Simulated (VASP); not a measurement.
Set up this calculation in VASP 6.6.1, as the native input.

| Quantity | Value |
| --- | --- |
| Task | single point |
| Functional | PBEsol |
| Potentials or basis | VASP PAW PBE potentials, release 64 (Al, N) |
| Cutoff | 520 eV |
| k mesh | 9 × 9 × 6 |
| Occupations | gaussian, width 0.05 eV |
| Spin | no spin polarisation |
| Dipole correction | no |
| Further INCAR settings | ALGO = Normal; EDIFF = 1e-07; NBANDS = 16 |

The structure of AlN lies in POSCAR:

```
AlN
1.0
    3.3808000000      0.0000000000      0.0000000000
   -1.6904000000      2.9278586851      0.0000000000
    0.0000000000      0.0000000000      4.2655000000
Al N
2 2
Direct
    0.3333333333      0.6666666667      0.7500000000
    0.6666666667      0.3333333333      0.2500000000
    0.3333333333      0.6666666667      0.2500000000
    0.6666666667      0.3333333333      0.7500000000
```

These files were run (other wordings do the same):

INCAR

```
SYSTEM = AlN
PREC = Accurate ; ENCUT = 520
EDIFF = 1E-7 ; ISMEAR = 0
SIGMA = 0.05 ; LREAL = .False.
LASPH = .True. ; NELM = 100
ALGO = Normal ; ISIF = 2
LWAVE = .False. ; LCHARG = .True.
GGA = PS ; LELF = .True.
LVHAR = .True. ; NBANDS = 16
```

KPOINTS

```
regular mesh
0
Gamma
  9 9 6
  0 0 0
```

Potentials or basis: VASP PAW PBE potentials, release 64 (Al, N).

Run with:

```sh
$ cat potpaw_PBE.64/Al/POTCAR potpaw_PBE.64/N/POTCAR > POTCAR
$ mpirun -np 1 vasp_std > vasp.out
```

Results of the run:

* Pressure: -14.2 GPa
* Band gap on the k mesh: 2.75 eV, direct

Caveat: the PAW data sets were made with another functional, which shifts forces and pressure a little.

Wall time 28 s on 1 thread of Intel Xeon 6975P-C, with other jobs on the host, peak memory 0.17 GiB.
